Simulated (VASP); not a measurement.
Wanted: the native input for a VASP 6.6.1 run.

```
Task                   : single point
Functional             : PBEsol
Potentials or basis    : VASP PAW PBE potentials, release 64 (Ti_sv, B)
Cutoff                 : 520 eV
k mesh                 : 11 × 11 × 9
Occupations            : methfessel-paxton, width 0.1 eV
Spin                   : no spin polarisation
Dipole correction      : no
Further INCAR settings : ALGO = Normal; EDIFF = 1e-06; NBANDS = 16
```

The structure of TiB2 lies in POSCAR:

```
TiB2
1.0
    3.0292000000      0.0000000000      0.0000000000
   -1.5146000000      2.6233641531      0.0000000000
    0.0000000000      0.0000000000      3.2284000000
Ti B
1 2
Direct
    0.0000000000      0.0000000000      0.0000000000
    0.3333330000      0.6666670000      0.5000000000
    0.6666670000      0.3333330000      0.5000000000
```

These files were run (other wordings do the same):

INCAR

```
SYSTEM = TiB2
PREC = Accurate
ENCUT = 520
EDIFF = 1E-6
ISMEAR = 1
SIGMA = 0.1
LREAL = .False.
LASPH = .True.
NELM = 100
ALGO = Normal
ISIF = 2
LWAVE = .False.
LCHARG = .True.
GGA = PS
LELF = .True.
LVHAR = .True.
NBANDS = 16
```

KPOINTS

```
Automatic mesh
0
Gamma
  11 11 9
  0 0 0
```

Potentials or basis: VASP PAW PBE potentials, release 64 (Ti_sv, B).

Command:

```console
$ cat potpaw_PBE.64/Ti_sv/POTCAR potpaw_PBE.64/B/POTCAR > POTCAR
$ mpirun -np 1 vasp_std > vasp.out
```

It gave:

```yaml
Pressure: -4.7 GPa
Band_gap_on_the_k_mesh: zero (band 9 reaches 10.08 eV, above the bottom of band 10 at 9.64 eV)
```

Caveat: the PAW data sets were made with another functional, which shifts forces and pressure a little.

Wall time 12 s on 1 thread of Intel(R) Xeon(R) Platinum 8559C (Emerald Rapids), on a shared host, peak memory 0.16 GiB.
